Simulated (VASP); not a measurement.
Input of a VASP 6.6.1 run:

Contents of INCAR:

```
SYSTEM = BiTe
PREC     = Accurate       ! precision mode
ENCUT    = 520            ! plane-wave cutoff, eV
EDIFF    = 1E-6           ! SCF threshold, eV
ISMEAR   = 0              ! smearing method
SIGMA    = 0.15           ! smearing width, eV
LREAL    = .FALSE.        ! projectors in reciprocal space
LASPH    = .TRUE.         ! aspherical terms in the spheres
NELM     = 80             ! most SCF steps
ALGO     = Normal         ! electronic algorithm
ISIF     = 2              ! what is computed and relaxed
LWAVE    = .FALSE.        ! write WAVECAR
LCHARG   = .FALSE.        ! write CHGCAR
GGA      = PE             ! functional
NBANDS   = 18             ! bands
```

The input KPOINTS:

```
regular mesh
0
G
  14 14 14
  0 0 0
```

The input POSCAR:

```
BiTe
1.0
    0.0000000000      3.1864750000      3.2835250000
    3.1864750000      0.0000000000      3.2835250000
    3.1864750000      3.1864750000      0.0000000000
Bi Te
1 1
Direct
    0.0000000000      0.0000000000      0.0000000000
    0.5000000000      0.5000000000      0.5000000000
```

Potentials or basis: VASP PAW PBE potentials, release 64 (Bi_d, Te).

Launch:

```bash
$ cat potpaw_PBE.64/Bi_d/POTCAR potpaw_PBE.64/Te/POTCAR > POTCAR
$ mpirun -np 1 vasp_std > vasp.out
```

Task: What does it give for the pressure?

Result: 1.6 GPa.

Task: Predict the band gap on the k mesh.

Result: Zero (an odd number of electrons rules out a gap without spin polarisation).

Stress tensor (GPa, compression positive):
```
 2.43  0.00  0.00
 0.00  2.43  0.00
 0.00  0.00 -0.15
```

Caveat: the cell differs from its parent crystal (strain -0.015 along x and y, +0.015 along z); spin-orbit coupling is left out, which moves the levels of the heavy elements.
